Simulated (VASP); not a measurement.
# SiGe (P6_3mc) in VASP: vibrations by perturbation theory with LDA

Aim: the vibrations by perturbation theory of SiGe with LDA.

Program: VASP 6.6.1. These are calculated values, not measurements. Logs are shortened: lines on timing, memory, paths and dates and some standing lists are left out, and cuts for length are marked.

## (1) The cell of the first run

Symmetry: P6_3mc, No. 186, hexagonal system. Conventional cell: a = 3.674 Å, b = 3.674 Å, c = 6.096 Å, α = 90.00°, β = 90.00°, γ = 120.00°. Within 3.0 Å of Si (site symmetry 3m) lie 4 Ge at 2.26 to 2.27 Å. Within 3.0 Å of Ge (site symmetry 3m) lie 4 Si at 2.26 to 2.27 Å.

## (2) Vibrations by perturbation theory, LDA

Input file INCAR:

```
SYSTEM = SiGe
PREC = Accurate ; ENCUT = 520
EDIFF = 1E-8 ; ISMEAR = 0
SIGMA = 0.01 ; LREAL = .FALSE.
LASPH = .TRUE. ; NELM = 100
ALGO = Normal ; ISIF = 2
LWAVE = .FALSE. ; LCHARG = .FALSE.
IBRION = 8 ; NSW = 1
```

Input file KPOINTS:

```
regular mesh
0
G
  12 12 8
  0 0 0
```

Input file POSCAR:

```
SiGe
1.0
    3.6739854335      0.0000000000      0.0000000000
   -1.8369927167      3.1817647186      0.0000000000
    0.0000000000      0.0000000000      6.0964110823
Si Ge
2 2
Direct
    0.6666666667      0.3333333333      0.8737488417
    0.3333333333      0.6666666667      0.3737488417
    0.6666666667      0.3333333333      0.5012501583
    0.3333333333      0.6666666667      0.0012501583
```

Potentials or basis: VASP PAW LDA potentials, release 64 (Si, Ge_d).

On the command line:

```
$ cat potpaw_LDA.64/Si/POTCAR potpaw_LDA.64/Ge_d/POTCAR > POTCAR
$ mpirun -np 1 vasp_std > vasp.out
```

OUTCAR:

```text
SYSTEM = SiGe
   PREC = Accurate
   ENCUT = 520
   EDIFF = 1E-8
   ISMEAR = 0
   LREAL = .FALSE.
   LASPH = .TRUE.
   NELM = 100
   ISIF = 2
   IBRION = 8
   NSW = 1

 ion  position               nearest neighbor table
   1  0.667  0.333  0.874-   4 2.26   4 2.26   4 2.26   3 2.27
   2  0.333  0.667  0.374-   3 2.26   3 2.26   3 2.26   4 2.27
   3  0.667  0.333  0.501-   2 2.26   2 2.26   2 2.26   1 2.27
   4  0.333  0.667  0.001-   1 2.26   1 2.26   1 2.26   2 2.27

  LATTYP: Found a hexagonal cell.
 ALAT       =     3.6739854335
 C/A-ratio  =     1.6593454690

  Lattice vectors:

 A1 = (   3.6739854335,   0.0000000000,   0.0000000000)
 A2 = (  -1.8369927167,   3.1817647186,   0.0000000000)
 A3 = (   0.0000000000,   0.0000000000,   6.0964110823)

Analysis of symmetry for initial positions (statically):
=====================================================================
 Subroutine PRICEL returns:
 Original cell was already a primitive cell.

 Routine SETGRP: Setting up the symmetry group for a
 hexagonal supercell.

 Subroutine GETGRP returns: Found 12 space group operations
 (whereof  6 operations were pure point group operations)
 out of a pool of 24 trial point group operations.

The static configuration has the point symmetry C_3v.
 The point group associated with its full space group is C_6v.

Analysis of symmetry for dynamics (positions and initial velocities):
=====================================================================
 Subroutine PRICEL returns:
 Original cell was already a primitive cell.

 Routine SETGRP: Setting up the symmetry group for a
 hexagonal supercell.

 Subroutine GETGRP returns: Found 12 space group operations
 (whereof  6 operations were pure point group operations)
 out of a pool of 24 trial point group operations.

The dynamic configuration has the point symmetry C_3v.
 The point group associated with its full space group is C_6v.

 Subroutine INISYM returns: Found 12 space group operations
 (whereof  6 operations are pure point group operations),
 and found     1 'primitive' translations

----------------------------------------------------------------------------------------

                                     Primitive cell

  volume of cell :      71.2656

  direct lattice vectors                    reciprocal lattice vectors
     3.673985433  0.000000000  0.000000000     0.272183986  0.157145498  0.000000000
    -1.836992717  3.181764719  0.000000000     0.000000000  0.314290995  0.000000000
     0.000000000  0.000000000  6.096411082     0.000000000  0.000000000  0.164030933

  length of vectors
     3.673985433  3.673985434  6.096411082     0.314290995  0.314290995  0.164030933

  position of ions in fractional coordinates (direct lattice)
     0.666666667  0.333333333  0.873748842
     0.333333333  0.666666667  0.373748842
     0.666666667  0.333333333  0.501250158
     0.333333333  0.666666667  0.001250158

  ion indices of the primitive-cell ions
   primitive index   ion index
                 1           1
                 2           2
                 3           3
                 4           4

----------------------------------------------------------------------------------------
[... 124 lines left out ...]
 cond. band min:       7.5153212557   @ k =   0.5000  -0.0000   0.0000
 fundamental gap:      0.0298489272
 Fermi energy:         7.4998167798

 k-point     1 :       0.0000    0.0000    0.0000
  band No.  band energies     occupation
      1     -17.5049      2.00000
      2     -17.5048      2.00000
      3     -17.4989      2.00000
      4     -17.4989      2.00000
      5     -17.4938      2.00000
      6     -17.4938      2.00000
[... 589 lines left out ...]
     21      10.2292      0.00000
     22      11.0095      0.00000

 [... further k-points ...]

------------------------ aborting loop because EDIFF is reached ----------------------------------------

  FORCE on cell =-STRESS in cart. coord.  units (eV):
  Direction    XX          YY          ZZ          XY          YZ          ZX
  --------------------------------------------------------------------------------------
  -------------------------------------------------------------------------------------
  Total        8.0784324      8.0784324      8.0827331      0.0000000      0.0000000      0.0000000
  in kB      181.6176031    181.6176031    181.7142919      0.0000000      0.0000000      0.0000000
  external PRESSURE =     181.6498327 kB  Pullay stress =       0.0000000 kB

 VOLUME and BASIS-vectors are now :
 -----------------------------------------------------------------------------
  energy-cutoff  :      520.00
  volume of cell :       71.27
      direct lattice vectors                 reciprocal lattice vectors
     3.673985433  0.000000000  0.000000000     0.272183986  0.157145498  0.000000000
    -1.836992717  3.181764719  0.000000000     0.000000000  0.314290995  0.000000000
     0.000000000  0.000000000  6.096411082     0.000000000  0.000000000  0.164030933

 POSITION                                       TOTAL-FORCE (eV/Angst)
 -----------------------------------------------------------------------------------
      1.83699      1.06059      5.32673         0.000000      0.000000     -0.001009
     -0.00000      2.12118      2.27853         0.000000     -0.000000     -0.001009
      1.83699      1.06059      3.05583        -0.000000     -0.000000      0.001009
     -0.00000      2.12118      0.00762         0.000000      0.000000      0.001009
 -----------------------------------------------------------------------------------
    total drift:                                0.000000      0.000001      0.001025

  FREE ENERGIE OF THE ION-ELECTRON SYSTEM (eV)
  ---------------------------------------------------
  free  energy   TOTEN  =       -21.6339855588 eV

  energy  without entropy=      -21.6339829798  energy(sigma->0) =      -21.63398427

[... ionic steps 2 to 9 ...]

--------------------------------------- Ionic step       10  -------------------------------------------

------------------------ aborting loop because EDIFF is reached ----------------------------------------

[... ionic steps 11 to 11 ...]

--------------------------------------- Ionic step       12  -------------------------------------------

 Free energy of the ion-electron system (eV)
  ---------------------------------------------------
  ---------------------------------------------------
  free energy    TOTEN  =        -0.20905199 eV

  energy without entropy =       -0.20905184

------------------------ aborting loop because EDIFF is reached ----------------------------------------

 INTERNAL STRAIN TENSOR  FOR ION    3  DIRECTION 3   (eV/Angst):
 -----------------------------------------------------------------------------
    -9.74830 -0.00000  0.00000
    -0.00000 -9.74830 -0.00000
    -0.00000  0.00000 17.46867

 INTERNAL STRAIN TENSOR FOR ION    4 for displacements in x,y,z  (eV/Angst):
          X           Y           Z          XY          YZ          ZX
  --------------------------------------------------------------------------------
  x    -0.00000     0.00000     0.00000   -13.62077    -0.00000   -10.59568
  y   -13.62077    13.62077     0.00000     0.00000    -9.98969    -0.00000
  z    -9.74830    -9.74830    17.46867    -0.00000     0.00000     0.00000

 SECOND DERIVATIVES (NOT SYMMETRIZED)
 ------------------------------------
               1X          1Y          1Z          2X          2Y          2Z          3X          3Y          3Z          4X          4Y          4Z
  1X   -16.736500   -0.000000   -0.000000   -0.068378   -0.000000    0.000000    0.246897    0.000000    0.000000   16.557981    0.000000    0.000000
  1Y    -0.000000  -16.736500    0.000000   -0.000000   -0.068378    0.000000    0.000000    0.246897    0.000000    0.000000   16.557981    0.000000
  1Z     0.000000    0.000000  -19.420632    0.000000   -0.000000    2.432579    0.000000    0.000000   11.326800    0.000000    0.000000    5.661253
  2X    -0.068378   -0.000000    0.000000  -16.736500   -0.000000    0.000000   16.557981    0.000000    0.000000    0.246897    0.000000    0.000000
  2Y    -0.000000   -0.068378    0.000000   -0.000000  -16.736500   -0.000000    0.000000   16.557981    0.000000    0.000000    0.246897    0.000000
  2Z     0.000000    0.000000    2.432579   -0.000000    0.000000  -19.420632    0.000000    0.000000    5.661253    0.000000   -0.000000   11.326800
  3X     0.227715    0.000000    0.000000   16.564871    0.000000    0.000000  -16.487197   -0.000000   -0.000000   -0.305389   -0.000000    0.000000
  3Y     0.000000    0.227715    0.000000    0.000000   16.564871    0.000000   -0.000000  -16.487197    0.000000   -0.000000   -0.305389   -0.000000
  3Z    -0.000000   -0.000000   11.296575   -0.000000    0.000000    5.670321    0.000000   -0.000000  -18.865153    0.000000    0.000000    1.898257
  4X    16.564871    0.000000    0.000000    0.227715    0.000000    0.000000   -0.305389   -0.000000    0.000000  -16.487197   -0.000000    0.000000
  4Y     0.000000   16.564871   -0.000000    0.000000    0.227715   -0.000000   -0.000000   -0.305389    0.000000   -0.000000  -16.487197    0.000000
  4Z     0.000000   -0.000000    5.670321    0.000000    0.000000   11.296575   -0.000000    0.000000    1.898257   -0.000000    0.000000  -18.865153

 Eigenvectors and eigenvalues of the dynamical matrix
 ----------------------------------------------------

   1 f  =   14.315800 THz    89.948825 2PiTHz  477.523689 cm-1    59.205365 meV
             X         Y         Z           dx          dy          dz
      1.836993  1.060588  5.326732     0.000000   -0.000000    0.600558
     -0.000000  2.121176  2.278527     0.000000   -0.000000    0.600558
      1.836993  1.060588  3.055827    -0.000000    0.000000   -0.373270
     -0.000000  2.121176  0.007621    -0.000000    0.000000   -0.373270
[... 71 lines left out ...]
  12 f/i=    0.003999 THz     0.025128 2PiTHz    0.133398 cm-1     0.016539 meV
             X         Y         Z           dx          dy          dz
      1.836993  1.060588  5.326732    -0.000000    0.000000   -0.373270
     -0.000000  2.121176  2.278527    -0.000000    0.000000   -0.373270
      1.836993  1.060588  3.055827    -0.000000    0.000000   -0.600558
     -0.000000  2.121176  0.007621    -0.000000    0.000000   -0.600558

--------------------------------------------------------------------------------------------------------

 ELASTIC MODULI CONTR FROM IONIC RELAXATION (kBar)
 Direction    XX          YY          ZZ          XY          YZ          ZX
 --------------------------------------------------------------------------------
 XX        -773.6264    268.6859    452.8368     -0.0000      0.0000      0.0000
 YY         268.6859   -773.6264    452.8368     -0.0000     -0.0000     -0.0000
 ZZ         452.8368    452.8368   -812.2192      0.0000      0.0000      0.0000
 XY          -0.0000     -0.0000      0.0000   -521.1561     -0.0000     -0.0000
 YZ          -0.0000     -0.0000      0.0000      0.0000   -268.8117     -0.0000
 ZX          -0.0000      0.0000      0.0000     -0.0000     -0.0000   -299.2565
 --------------------------------------------------------------------------------
```

It took 21 min on 1 thread of Intel Xeon 6975P-C (Granite Rapids), shared host; peak memory 1.6 GiB.

Results:

```
Highest phonon frequency at Γ : 478 cm⁻¹
```

Phonon frequencies in cm⁻¹ (negative: imaginary):
```csv
q point,frequencies
"(0.000, 0.000, 0.000)",0 0 0 23 23 264 469 471 471 475 475 478
```

Caveat: the cell stands under pressure or tension, which shifts response properties.
